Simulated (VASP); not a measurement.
# Co (P6_3/mmc) in VASP: settings compared

Aim: see how the results for Co move with the level of theory and the settings. Levels: r2SCAN, PBEsol. Tasks: relaxation of cell and atoms.

All numbers are computed with VASP 6.6.1; they aren't measurements. Logs are shortened: lines on timing, memory, paths and dates and some standing lists are left out, and cuts for length are marked.

**1. The cell of the first run**

It takes space group P6_3/mmc (No. 194, hexagonal). The conventional cell has a = 2.472 Å, b = 2.472 Å, c = 4.021 Å, α = 90.00°, β = 90.00°, γ = 120.00°. Within 3.3 Å of Co (site symmetry -6m2) lie 12 Co at 2.47 Å.

**2. Relaxation of cell and atoms, r2SCAN, collinear spin, ferromagnetic start, target pressure 30 GPa, at which the enthalpy is minimised**

File POSCAR:

```
Co
1.0
    2.4719999032      0.0000000000      0.0000000000
   -1.2359999516      2.1408147143      0.0000000000
    0.0000000000      0.0000000000      4.0211440800
Co
2
Direct
    0.6666666667      0.3333333333      0.7500000000
    0.3333333333      0.6666666667      0.2500000000
```

File INCAR.step1:

```
PREC = Accurate
ENCUT = 600
ISMEAR = -1
SIGMA = 0.05
LREAL = F
LASPH = T
NELM = 150
ISPIN = 2
MAGMOM = 2 2
LMAXMIX = 4
GGA = PE
ALGO = Normal
EDIFF = 1E-4
LWAVE = T
LCHARG = F
```

File INCAR.step2:

```
PREC = Accurate
ENCUT = 600
EDIFF = 1E-7
ISMEAR = -1
SIGMA = 0.05
LREAL = F
LASPH = T
NELM = 150
ALGO = Normal
ISIF = 3
LWAVE = F
LCHARG = F
ISPIN = 2
MAGMOM = 2 2
LORBIT = 11
LMAXMIX = 4
METAGGA = R2SCAN
LMIXTAU = T
IBRION = 2
NSW = 60
EDIFFG = -0.01
PSTRESS = 300.0
ISTART = 1
```

File KPOINTS:

```
Automatic mesh
0
Gamma
  12 12 7
```

Potentials or basis: VASP PAW PBE potentials, release 64 (Co).

The run is started by

```bash
> cat potpaw_PBE.64/Co/POTCAR > POTCAR
> cp INCAR.step1 INCAR
> mpirun -np 1 vasp_std > vasp.out
> cp INCAR.step2 INCAR
> mpirun -np 1 vasp_std > vasp.out
```

OUTCAR:

```text
PREC = Accurate
   ENCUT = 600
   EDIFF = 1E-7
   ISMEAR = -1
   LREAL = F
   LASPH = T
   NELM = 150
   ISIF = 3
   ISPIN = 2
   LORBIT = 11
   METAGGA = R2SCAN
   IBRION = 2
   NSW = 60
   EDIFFG = -0.01
   PSTRESS = 300.0
   ISTART = 1

 ion  position               nearest neighbor table
   1  0.667  0.333  0.750-   2 2.47   2 2.47   2 2.47   2 2.47   2 2.47   2 2.47
   2  0.333  0.667  0.250-   1 2.47   1 2.47   1 2.47   1 2.47   1 2.47   1 2.47

  LATTYP: Found a hexagonal cell.
 ALAT       =     2.4719999032
 C/A-ratio  =     1.6266764715

  Lattice vectors:

 A1 = (   2.4719999032,   0.0000000000,   0.0000000000)
 A2 = (  -1.2359999516,   2.1408147143,   0.0000000000)
 A3 = (   0.0000000000,   0.0000000000,   4.0211440800)

Analysis of symmetry for initial positions (statically):
=====================================================================
 Subroutine PRICEL returns:
 Original cell was already a primitive cell.

 Routine SETGRP: Setting up the symmetry group for a
 hexagonal supercell.

 Subroutine GETGRP returns: Found 24 space group operations
 (whereof 12 operations were pure point group operations)
 out of a pool of 24 trial point group operations.

The static configuration has the point symmetry D_3d.
 The point group associated with its full space group is D_6h.

Analysis of symmetry for dynamics (positions and initial velocities):
=====================================================================
 Subroutine PRICEL returns:
 Original cell was already a primitive cell.

 Routine SETGRP: Setting up the symmetry group for a
 hexagonal supercell.

 Subroutine GETGRP returns: Found 24 space group operations
 (whereof 12 operations were pure point group operations)
 out of a pool of 24 trial point group operations.

The dynamic configuration has the point symmetry D_3d.
 The point group associated with its full space group is D_6h.

Analysis of structural, dynamic, and magnetic symmetry:
=====================================================================
 Subroutine PRICEL returns:
 Original cell was already a primitive cell.

 Routine SETGRP: Setting up the symmetry group for a
 hexagonal supercell.

 Subroutine GETGRP returns: Found 24 space group operations
 (whereof 12 operations were pure point group operations)
 out of a pool of 24 trial point group operations.

The overall configuration has the point symmetry D_3d.
 The point group associated with its full space group is D_6h.

 Subroutine INISYM returns: Found 24 space group operations
 (whereof 12 operations are pure point group operations),
 and found     1 'primitive' translations

[... 125 lines left out ...]
 conjugate gradient relaxation of ions
 spin polarized calculation
  energy-cutoff  :      600.00
  volume of cell :       21.28
 maximum number of plane-waves:       744
 NGX is ok and might be reduce to    20
   NGX =  9   NGY =  9   NGZ = 17

--------------------------------------- Ionic step        1  -------------------------------------------

 number of electron      17.9999997 magnetization       3.5350231

 Free energy of the ion-electron system (eV)
  ---------------------------------------------------
  ext. energy  EPLUGINS =         0.00000000
  ---------------------------------------------------
  free energy    TOTEN  =       -26.42397820 eV

  energy without entropy =      -26.41111043  energy(sigma->0) =      -26.41754432

------------------------ aborting loop because EDIFF is reached ----------------------------------------

  FORCE on cell =-STRESS in cart. coord.  units (eV):
  Direction    XX          YY          ZZ          XY          YZ          ZX
  --------------------------------------------------------------------------------------
  -------------------------------------------------------------------------------------
  Total       -0.0337323     -0.0337323      0.0600189      0.0000000     -0.0000000      0.0000000
  in kB       -2.5396852     -2.5396852      4.5187849      0.0000000     -0.0000000      0.0000000
  external PRESSURE =    -300.1868618 kB  Pullay stress =     300.0000000 kB
[... 291 lines left out ...]
--------------------------------------- Ionic step        9  -------------------------------------------

 number of electron      18.0000003 magnetization       3.3465751

 Free energy of the ion-electron system (eV)
  ---------------------------------------------------
  ext. energy  EPLUGINS =         0.00000000
  ---------------------------------------------------
  free energy    TOTEN  =       -26.24842447 eV

  energy without entropy =      -26.23708654  energy(sigma->0) =      -26.24275550

 E-fermi :  12.1576     XC(G=0): -15.5316

 val. band max:       12.1557522818   @ k =   0.1667   0.0000   0.1429
 cond. band min:      12.1653296780   @ k =   0.0833   0.0000   0.1429
 fundamental gap:      0.0095773962
 Fermi energy:        12.1576080231

 spin component 1

 k-point     1 :       0.0000    0.0000    0.0000
  band No.  band energies     occupation
      1       2.0713      1.00000
      2       5.8027      1.00000
      3       8.6526      1.00000
      4       8.6740      1.00000
      5       8.6740      1.00000
      6       9.0518      1.00000
      7       9.0518      1.00000
      8       9.4595      1.00000
      9       9.4595      1.00000
     10      10.7890      1.00000
     11      10.7890      1.00000
     12      11.9158      0.99212
     13      19.5875      0.00000
     14      35.9425      0.00000
[... 403 lines left out ...]
      4       7.9122      1.00000
      5       8.7640      1.00000
      6       8.7868      1.00000
      7       9.4015      1.00000
      8      10.3752      1.00000
      9      10.4385      1.00000
     10      10.5838      1.00000
     11      10.9793      1.00000
     12      17.0024      0.00000
     13      22.0481      0.00000
     14      23.9555      0.00000
     15      29.4302      0.00000

 [... further k-points ...]

 spin component 2

 k-point     1 :       0.0000    0.0000    0.0000
  band No.  band energies     occupation
      1       1.5306      1.00000
      2       6.9500      1.00000
      3      11.0152      1.00000
      4      11.0527      1.00000
      5      11.0527      1.00000
      6      11.4263      1.00000
      7      11.5239      1.00000
      8      11.5239      1.00000
      9      12.0542      0.88777
     10      12.0542      0.88776
     11      13.5777      0.00000
     12      13.5777      0.00000
     13      21.0437      0.00000
     14      35.7127      0.00000
[... 448 lines left out ...]
  energy  without entropy=      -26.2370865358  energy(sigma->0) =      -26.24275550

  enthalpy is  TOTEN    =       -22.6585270550 eV   P V=        3.5898974157

 reached required accuracy - stopping structural energy minimisation

 total charge

# of ion       s       p       d       tot
------------------------------------------
    1        0.567   0.677   7.330   8.573
    2        0.567   0.677   7.330   8.573
--------------------------------------------------
tot          1.133   1.354  14.659  17.146

 magnetization (x)

# of ion       s       p       d       tot
------------------------------------------
    1       -0.014  -0.091   1.809   1.704
    2       -0.014  -0.091   1.809   1.704
--------------------------------------------------
tot         -0.028  -0.181   3.618   3.409
```

OUTCAR.step1:

```text
PREC = Accurate
   ENCUT = 600
   ISMEAR = -1
   LREAL = F
   LASPH = T
   NELM = 150
[... 1108 lines left out ...]
 -----------------------------------------------------------------------------------
      1.23600      0.71360      3.01586         0.000000     -0.000000      0.000000
     -0.00000      1.42721      1.00529        -0.000000      0.000000      0.000000
 -----------------------------------------------------------------------------------
    total drift:                                0.000000     -0.000000     -0.000000

  FREE ENERGIE OF THE ION-ELECTRON SYSTEM (eV)
  ---------------------------------------------------
  free  energy   TOTEN  =       -14.0679452385 eV

  energy  without entropy=      -14.0521268515  energy(sigma->0) =      -14.06003605
```

Run time: 9.2 min. Hardware: 1 thread of Intel Xeon 6975P-C (Granite Rapids), shared host; peak memory 0.2 GiB.

What came out:

| Item | Value |
| --- | --- |
| Free energy | -26.2484 eV |
| Relaxed volume | 9.59 Å³/atom |
| Relaxed cell | a = 2.393 Å, b = 2.393 Å, c = 3.867 Å, α = 90.00°, β = 90.00°, γ = 120.00° |
| Space group after relaxing (to 0.05 Å) | P6_3/mmc (No. 194) |
| Energy change on relaxing (the enthalpy is what falls) | +87.8 meV/atom |
| Ionic steps | 9 |
| Pressure after relaxing | 30.1 GPa |
| Net moment | 3.35 μB per cell |
| Site moments | Co +1.70 μB |
| Valence electrons inside the program's atomic spheres | Co 8.57 |

Step by step:
| step | energy change (eV) | largest force (eV/Å) | pressure (GPa) | volume (Å³) |
| --- | --- | --- | --- | --- |
| 1 | 0.0000 | 0.0000 | -0.02 | 21.28 |
| 2 | 1.8109 | 0.0000 | 138.95 | 15.71 |
| 3 | 0.1547 | 0.0000 | 27.79 | 19.29 |
| 4 | 0.1712 | 0.0000 | 29.54 | 19.20 |
| 5 | 0.1787 | 0.0000 | 30.33 | 19.16 |
| 6 | 0.1803 | 0.0000 | 30.54 | 19.15 |
| 7 | 0.1800 | 0.0000 | 30.50 | 19.15 |
| 8 | 0.1669 | 0.0000 | 29.15 | 19.22 |
| 9 | 0.1756 | 0.0000 | 30.05 | 19.17 |

Final structure:
```
Co
1.0
     2.39264    0.00000    0.00000
    -1.19632    2.07208    0.00000
     0.00000    0.00000    3.86711
Co
2
Direct
  0.66667 0.33333 0.75000
  0.33333 0.66667 0.25000
```

Caveat: the cell is relaxed towards a set pressure, so the enthalpy falls and the energy may rise; the PAW data sets were made with another functional, which shifts forces and pressure a little.

**3. Relaxation of cell and atoms, PBEsol, collinear spin, ferromagnetic start**

File INCAR:

```
SYSTEM = Co
ALGO = Normal
EDIFF = 1E-6
EDIFFG = -0.01
ENCUT = 600
GGA = PS
IBRION = 2
ISIF = 3
ISMEAR = -1
ISPIN = 2
LASPH = .True.
LCHARG = .False.
LMAXMIX = 4
LORBIT = 11
LREAL = .False.
LWAVE = .False.
MAGMOM = 2 2
NELM = 150
NSW = 80
PREC = Accurate
SIGMA = 0.05
```

File KPOINTS:

```
k-points
0
Gamma
  12 12 7
  0 0 0
```

POSCAR is that of step 2.

Potentials or basis: VASP PAW PBE potentials, release 64 (Co).

The run is started by

```bash
> cat potpaw_PBE.64/Co/POTCAR > POTCAR
> mpirun -np 1 vasp_std > vasp.out
```

OUTCAR:

```text
SYSTEM = Co
   EDIFF = 1E-6
   EDIFFG = -0.01
   ENCUT = 600
   GGA = PS
   IBRION = 2
   ISIF = 3
   ISMEAR = -1
   ISPIN = 2
   LASPH = .True.
   LORBIT = 11
   LREAL = .False.
   NELM = 150
   NSW = 80
   PREC = Accurate

 ion  position               nearest neighbor table
   1  0.667  0.333  0.750-   2 2.47   2 2.47   2 2.47   2 2.47   2 2.47   2 2.47
   2  0.333  0.667  0.250-   1 2.47   1 2.47   1 2.47   1 2.47   1 2.47   1 2.47

  LATTYP: Found a hexagonal cell.
 ALAT       =     2.4719999032
 C/A-ratio  =     1.6266764715

  Lattice vectors:

 A1 = (   2.4719999032,   0.0000000000,   0.0000000000)
 A2 = (  -1.2359999516,   2.1408147143,   0.0000000000)
 A3 = (   0.0000000000,   0.0000000000,   4.0211440800)

Analysis of symmetry for initial positions (statically):
=====================================================================
 Subroutine PRICEL returns:
 Original cell was already a primitive cell.

 Routine SETGRP: Setting up the symmetry group for a
 hexagonal supercell.

 Subroutine GETGRP returns: Found 24 space group operations
 (whereof 12 operations were pure point group operations)
 out of a pool of 24 trial point group operations.

The static configuration has the point symmetry D_3d.
 The point group associated with its full space group is D_6h.

Analysis of symmetry for dynamics (positions and initial velocities):
=====================================================================
 Subroutine PRICEL returns:
 Original cell was already a primitive cell.
[... 330 lines left out ...]
 cond. band min:      10.7958854104   @ k =   0.2500   0.0000   0.0000
 fundamental gap:      0.0066186747
 Fermi energy:        10.7918224811

 spin component 1

 k-point     1 :       0.0000    0.0000    0.0000
  band No.  band energies     occupation
      1       1.5284      1.00000
      2       5.4187      1.00000
      3       8.1565      1.00000
      4       8.1686      1.00000
      5       8.1686      1.00000
      6       8.5141      1.00000
      7       8.5141      1.00000
      8       8.8872      1.00000
      9       8.8872      1.00000
     10      10.0947      1.00000
     11      10.0947      1.00000
     12      10.6668      0.92417
     13      17.6391      0.00000
     14      33.1122      0.00000
[... 403 lines left out ...]
      4       7.4176      1.00000
      5       8.2233      1.00000
      6       8.2560      1.00000
      7       8.7276      1.00000
      8       9.7008      1.00000
      9       9.7600      1.00000
     10       9.8396      1.00000
     11      10.2665      0.99997
     12      15.3745      0.00000
     13      19.9862      0.00000
     14      21.5628      0.00000
     15      26.8601      0.00000

 [... further k-points ...]

 spin component 2

 k-point     1 :       0.0000    0.0000    0.0000
  band No.  band energies     occupation
      1       1.5957      1.00000
      2       6.3475      1.00000
      3       9.7228      1.00000
      4       9.7264      1.00000
      5       9.7264      1.00000
      6      10.1249      1.00000
      7      10.1249      1.00000
      8      10.5638      0.98965
      9      10.5638      0.98965
     10      10.6933      0.87756
     11      11.8854      0.00000
     12      11.8854      0.00000
     13      18.6465      0.00000
     14      32.9554      0.00000
[... 444 lines left out ...]
  FREE ENERGIE OF THE ION-ELECTRON SYSTEM (eV)
  ---------------------------------------------------
  free  energy   TOTEN  =       -15.4757847379 eV

  energy  without entropy=      -15.4603079108  energy(sigma->0) =      -15.46804632

 reached required accuracy - stopping structural energy minimisation

 total charge

# of ion       s       p       d       tot
------------------------------------------
    1        0.510   0.570   7.295   8.375
    2        0.510   0.570   7.295   8.375
--------------------------------------------------
tot          1.020   1.140  14.590  16.749

 magnetization (x)

# of ion       s       p       d       tot
------------------------------------------
    1       -0.015  -0.051   1.623   1.557
    2       -0.015  -0.051   1.623   1.557
--------------------------------------------------
tot         -0.030  -0.102   3.246   3.114
```

OSZICAR:

```text
N       E                     dE             d eps       ncg     rms          rms(c)
DAV:   1     0.861143852255E+02    0.86114E+02   -0.95656E+03  4648   0.184E+03
DAV:   2    -0.154810193867E+02   -0.10160E+03   -0.94452E+02  4574   0.271E+02
[... 43 lines left out ...]
DAV:   2    -0.154760649397E+02    0.87007E-03   -0.11080E-03  5654   0.671E-01    0.117E-01
DAV:   3    -0.154758227537E+02    0.24219E-03   -0.33062E-04  5617   0.289E-01    0.812E-02
DAV:   4    -0.154757888124E+02    0.33941E-04   -0.54123E-05  5677   0.108E-01    0.164E-02
DAV:   5    -0.154757859082E+02    0.29042E-05   -0.38809E-06  4810   0.327E-02    0.559E-03
DAV:   6    -0.154757848291E+02    0.10791E-05   -0.63173E-07  2315   0.172E-02    0.285E-03
DAV:   7    -0.154757847379E+02    0.91173E-07   -0.31103E-07  2287   0.500E-03
   5 F= -.15475785E+02 E0= -.15468046E+02  d E =-.233561E-03  mag=     3.1017
```

Wall time 1.9 min (1 thread of Intel Xeon Platinum 8488C (Sapphire Rapids), shared host); peak memory 0.18 GiB.

Results:

- Free energy: -15.4758 eV
- Relaxed volume: 10.32 Å³/atom
- Relaxed cell: a = 2.453 Å, b = 2.453 Å, c = 3.958 Å, α = 90.00°, β = 90.00°, γ = 120.00°
- Space group after relaxing (to 0.05 Å): P6_3/mmc (No. 194)
- Energy gained by relaxing: 7.3 meV/atom
- Ionic steps: 5
- Pressure after relaxing: 0.1 GPa
- Net moment: 3.10 μB per cell
- Site moments: Co +1.56 μB
- Valence electrons inside the program's atomic spheres: Co 8.38

Step by step:
```csv
step,energy change (eV),largest force (eV/Å),pressure (GPa),volume (Å³)
1,0.0000,0.0000,-6.67,21.28
2,0.0036,0.0000,8.68,19.94
3,-0.0145,0.0000,0.07,20.63
4,-0.0145,0.0000,0.23,20.62
5,-0.0147,0.0000,0.10,20.63
```

Final structure:
```cif
data_structure
_symmetry_space_group_name_H-M 'P 1'
_symmetry_Int_Tables_number 1
_cell_length_a 2.4534
_cell_length_b 2.4534
_cell_length_c 3.9578
_cell_angle_alpha 90.000
_cell_angle_beta 90.000
_cell_angle_gamma 120.000
_cell_volume 20.63
loop_
_atom_site_label
_atom_site_type_symbol
_atom_site_fract_x
_atom_site_fract_y
_atom_site_fract_z
_atom_site_occupancy
Co1 Co 0.66667 0.33333 0.75000 1
Co2 Co 0.33333 0.66667 0.25000 1
```

Caveat: the PAW data sets were made with another functional, which shifts forces and pressure a little.

**4. Relaxation of cell and atoms, PBEsol, collinear spin, ferromagnetic start, target pressure 5 GPa, at which the enthalpy is minimised**

File INCAR:

```
SYSTEM = Co
ALGO     = Normal         ! electronic algorithm
EDIFF    = 1E-6           ! SCF threshold, eV
EDIFFG   = -0.01          ! ionic threshold
ENCUT    = 600            ! plane-wave cutoff, eV
GGA      = PS             ! functional
IBRION   = 2              ! ionic algorithm
ISIF     = 3              ! what is computed and relaxed
ISMEAR   = -1             ! smearing method
ISPIN    = 2              ! spin polarisation
LASPH    = .TRUE.         ! aspherical terms in the spheres
LCHARG   = .FALSE.        ! write CHGCAR
LMAXMIX  = 4              ! l up to which the mixer works
LORBIT   = 11             ! projections on sites
LREAL    = .FALSE.        ! projectors in reciprocal space
LWAVE    = .FALSE.        ! write WAVECAR
MAGMOM   = 2 2            ! initial moments
NELM     = 150            ! most SCF steps
NSW      = 80             ! ionic steps
PREC     = Accurate       ! precision mode
PSTRESS  = 50.0         
SIGMA    = 0.05           ! smearing width, eV
```

File KPOINTS:

```
k-points
0
G
  12 12 7
  0 0 0
```

POSCAR is that of step 3.

The run is started by

```bash
> cat potpaw_PBE.64/Co/POTCAR > POTCAR
> mpirun -np 1 vasp_std > vasp.out
```

It took 2.4 min on 1 thread of Intel Xeon Platinum 8488C (Sapphire Rapids), shared host; peak memory 0.18 GiB.

The run converged. Its results:

| Property | Result |
| --- | --- |
| Free energy | -15.4693 eV |
| Relaxed volume | 10.11 Å³/atom |
| Relaxed cell | a = 2.437 Å, b = 2.437 Å, c = 3.932 Å, α = 90.00°, β = 90.00°, γ = 120.00° |
| Space group after relaxing (to 0.05 Å) | P6_3/mmc (No. 194) |
| Energy change on relaxing (the enthalpy is what falls) | -4.1 meV/atom |
| Ionic steps | 5 |
| Pressure after relaxing | 5.1 GPa |
| Net moment | 3.05 μB per cell |
| Site moments | Co +1.52 μB |
| Valence electrons inside the program's atomic spheres | Co 8.42 |

The path:
```
step  energy change (eV)  largest force (eV/Å)  pressure (GPa)  volume (Å³)
   1              0.0000                0.0000           -6.67        21.28
   2              0.1026                0.0000           25.05        18.98
   3             -0.0084                0.0000            4.90        20.23
   4             -0.0078                0.0000            5.08        20.21
   5             -0.0082                0.0000            5.06        20.22
```

Final structure:
```
CELL_PARAMETERS angstrom
2.43653 0.00000 0.00000
-1.21827 2.11010 0.00000
0.00000 0.00000 3.93237
ATOMIC_POSITIONS crystal
Co 0.66667 0.33333 0.75000
Co 0.33333 0.66667 0.25000
```

Levels at points of the mesh, in eV from the Fermi level:
Spin up:
```csv
k point,band 7,band 8,band 9,band 10,band 11,band 12,band 13,band 14
"(0.00, 0.00, 0.00)",-2.29,-1.90,-1.90,-0.66,-0.66,-0.14,7.04,22.50
"(0.50, 0.00, 0.00)",-2.19,-0.52,-0.40,-0.35,1.52,3.69,10.25,10.98
```
Spin down:
```csv
k point,band 4,band 5,band 6,band 7,band 8,band 9,band 10,band 11
"(0.00, 0.00, 0.00)",-1.12,-1.12,-0.71,-0.71,-0.25,-0.25,-0.11,1.10
"(0.50, 0.00, 0.00)",-1.99,-1.30,-1.17,-0.71,1.24,1.40,1.43,2.74
```

Caveat: the cell is relaxed towards a set pressure, so the enthalpy falls and the energy may rise; the PAW data sets were made with another functional, which shifts forces and pressure a little.

[end of part 1 of 2]
